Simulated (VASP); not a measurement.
**KBr: relaxation of cell and atoms with r2SCAN**

KBr:

```
K Br
1.0
     3.30222    3.30222    0.00000
    -3.30222    3.30222    0.00000
     0.00000    3.30222    3.30222
K Br
1 1
Direct
  0.00000 0.00000 0.00000
  0.50000 0.50000 0.00000
```

```json
{"Program": "VASP 6.6.1", "Task": "relaxation of cell and atoms", "Functional": "r2SCAN", "Potentials or basis": "VASP PAW PBE potentials, release 64 (K_sv, Br)", "Cutoff": "600 eV", "k mesh": "6 × 6 × 6", "Occupations": "gaussian, width 0.01 eV", "Spin": "no spin polarisation", "Target pressure": "-2 GPa", "Dipole correction": "no", "Further INCAR settings": "ALGO = Normal; EDIFF = 1e-06; IBRION = 2; EDIFFG = -0.002; NSW = 100; ISIF = 3"}
```

| Property | Result |
| --- | --- |
| Relaxed volume | 44.45 Å³/atom |
| Relaxed cell | a = 5.010 Å, b = 5.010 Å, c = 5.010 Å, α = 60.00°, β = 60.00°, γ = 90.00° |
| Space group after relaxing (to 0.1 Å) | Fm-3m (No. 225) |
| Energy change on relaxing (the run minimises the enthalpy) | +64.0 meV/atom |
| Ionic steps | 21 |
| Pressure after relaxing | -2.0 GPa |
| Band gap on the k mesh | 4.55 eV |

The path:
| step | energy change (eV) | largest force (eV/Å) | pressure (GPa) | volume (Å³) |
| --- | --- | --- | --- | --- |
| 1 | 0.0000 | 0.0000 | 0.05 | 72.02 |
| 2 | 0.0136 | 0.0000 | -0.89 | 76.92 |
| 3 | 0.0725 | 0.0000 | -1.63 | 84.10 |
| 4 | 0.2775 | 0.0000 | -2.34 | 99.77 |
| 5 | 0.1595 | 0.0000 | -2.15 | 91.36 |
| 6 | 0.1302 | 0.0000 | -2.02 | 89.08 |
| 7 | 0.1256 | 0.0000 | -1.98 | 88.71 |
| 8 | 0.1256 | 0.0000 | -1.99 | 88.71 |
| 9 | 0.1257 | 0.0000 | -1.98 | 88.72 |
| 10 | 0.1257 | 0.0000 | -1.99 | 88.72 |
| 11 | 0.1257 | 0.0000 | -1.99 | 88.72 |
| 12 | 0.1257 | 0.0000 | -1.99 | 88.72 |
| 13 | 0.1257 | 0.0000 | -1.99 | 88.72 |
| 14 | 0.1257 | 0.0000 | -1.99 | 88.72 |
| 15 | 0.1257 | 0.0000 | -1.99 | 88.72 |
| 16 | 0.1257 | 0.0000 | -1.98 | 88.72 |
| 17 | 0.1258 | 0.0000 | -1.98 | 88.73 |
| 18 | 0.1259 | 0.0000 | -1.96 | 88.74 |
| 19 | 0.1262 | 0.0000 | -1.99 | 88.76 |
| 20 | 0.1268 | 0.0000 | -1.99 | 88.81 |
| 21 | 0.1280 | 0.0000 | -2.00 | 88.91 |

Final structure:
```
K Br
1.0
     3.54243    3.54243    0.00000
    -3.54243    3.54243    0.00000
     0.00000    3.54243    3.54243
K Br
1 1
Cartesian
  0.0000 0.0000 0.0000
  0.0000 7.0849 3.5424
```

Levels at points of the mesh, in eV from the valence-band top:
| k point | band 5 | band 6 | band 7 | band 8 | band 9 | band 10 | band 11 | band 12 |
| --- | --- | --- | --- | --- | --- | --- | --- | --- |
| (0.00, 0.00, 0.00) | -12.09 | 0.00 | 0.00 | 0.00 | 4.55 | 8.14 | 8.14 | 8.14 |
| (0.50, 0.00, 0.00) | -11.90 | -0.80 | -0.19 | -0.19 | 6.66 | 8.03 | 9.93 | 9.93 |
| (0.50, 0.50, 0.00) | -12.11 | -0.61 | -0.21 | -0.21 | 6.51 | 7.27 | 8.98 | 9.79 |

Run time: 9.4 min on 1 thread of AMD EPYC 9R45 96-Core Processor (Zen 5) (shared host), peak memory 0.24 GiB.

Caveat: the cell is relaxed towards a set pressure, so the run minimises the enthalpy, not the energy; the volume moved by over 15 % at a fixed basis, so the end points are rough; the PAW data sets were made with another functional, which shifts forces and pressure a little. Zero-point motion and thermal expansion aren't in these numbers.
